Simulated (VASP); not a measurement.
Wanted: the native input for a VASP 6.6.1 run.

```
Task                   : single point
Functional             : PBE
Potentials or basis    : VASP PAW PBE potentials, release 64 (Si)
Cutoff                 : 520 eV
k mesh                 : 8 × 8 × 8
Occupations            : fermi-dirac, width 0.1 eV
Spin                   : no spin polarisation
Dipole correction      : no
Further INCAR settings : ALGO = Normal; EDIFF = 1e-07; NBANDS = 11
```

The structure of Si lies in POSCAR:

```
Si
1.0
    0.0000000000      2.7350000000      2.7350000000
    2.7350000000      0.0000000000      2.7350000000
    2.7350000000      2.7350000000      0.0000000000
Si
2
Direct
    0.0000000000      0.0000000000      0.0000000000
    0.2500000000      0.2500000000      0.2500000000
```

These files were run (other wordings do the same):

INCAR

```
SYSTEM = Si
  PREC = Accurate
  ENCUT = 520
  EDIFF = 1E-7
  ISMEAR = -1
  SIGMA = 0.1
  LREAL = .False.
  LASPH = .True.
  NELM = 60
  ALGO = Normal
  ISIF = 2
  LWAVE = .False.
  LCHARG = .True.
  GGA = PE
  LELF = .True.
  LVHAR = .True.
  NBANDS = 11
```

KPOINTS

```
regular mesh
0
Gamma
  8 8 8
  0 0 0
```

Potentials or basis: VASP PAW PBE potentials, release 64 (Si).

The run is started by

```sh
$ cat potpaw_PBE.64/Si/POTCAR > POTCAR
$ mpirun -np 1 vasp_std > vasp.out
```

It gave:

| Quantity | Value |
| --- | --- |
| Pressure | -0.1 GPa |
| Band gap on the k mesh | 0.65 eV, indirect (least direct gap 2.56 eV) |

It took 6.5 s on 1 thread of Intel(R) Xeon(R) 6975P-C (Granite Rapids), on a shared host, peak memory 0.15 GiB.
